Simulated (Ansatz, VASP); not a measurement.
# Re: VASP beside Ansatz

INCAR

```
ALGO = Normal
EDIFF = 1E-8
ENCUT = 520
GGA = PE
ISIF = 2
ISMEAR = -1
LASPH = T
LCHARG = F
LEFG = T
LREAL = F
LWAVE = F
NBANDS = 14
NELM = 60
PREC = Accurate
SIGMA = 0.05
```

File KPOINTS:

```
k-points
0
Gamma
  14 14 8
```

File POSCAR:

```
Re
1.0
    2.6029010724      0.0000000000      0.0000000000
   -1.3014505362      2.2541784522      0.0000000000
    0.0000000000      0.0000000000      4.0371400000
Re
2
Direct
    0.3333333333      0.6666666667      0.2500000000
    0.6666666667      0.3333333333      0.7500000000
```

Input for Ansatz:

```yaml
crystal:
  lattice:
    - [2.6029010724, 0.0, 0.0]
    - [-1.3014505362, 2.2541784522, 0.0]
    - [0.0, 0.0, 4.03714]
  atoms:
    - { symbol: Re, position: [0.3333333333, 0.6666666667, 0.25] }
    - { symbol: Re, position: [0.6666666667, 0.3333333333, 0.75] }
kpoints:
  mp_grid: { grid: [14, 14, 8] }
scf:
  occupations: { method: fermi_dirac, width: 0.05 }
hamiltonian:
  xc: pbe
  pseudopotentials: { kind: paw }
output:
  forces: true
  stress: true
  eigenvalues: true
  efg: { contact_densities: true }
  write_density: true
  write_potential: true
  elf: true
  volumetric_format: npy
```

Change from the starting cell: zz strain of -3 %, PAW files.

Alike in both runs: task electric field gradients; functional PBE; k mesh 14 × 14 × 8; occupations fermi-dirac, width 0.05 eV; no spin polarisation.

```csv
,VASP,Ansatz
version,VASP 6.6.1,Ansatz 0.2.0
potentials or method,"VASP PAW PBE potentials, release 64 (Re)","PAW with Ansatz's default frozen-core files, scalar-relativistic"
plane-wave cutoff (eV),520,420
valence electrons in the cell,14,30
```

|  | VASP | Ansatz | Ansatz less VASP |
| --- | --- | --- | --- |
| pressure (GPa) | 144.0 | 140.8 | -3.28 |
| traceless stress, the component that is largest in VASP (GPa) | 23.26 | 23.41 | +0.153 |
| size of Vzz on the site where it differs most (V/Å²) | 176.1 | 131.2 | -44.95 |

Both programs put the cell under a high pressure, so it lies far from rest at this level. With one functional, cell and mesh, what is left measures potentials, basis and numerics. VASP's potentials hold 14 valence electrons a cell and Ansatz's 30, so a difference there can come from the potentials and not from the codes.

Neither program's run includes spin-orbit coupling. Noted on VASP's run: the cell as given lies far from equilibrium.
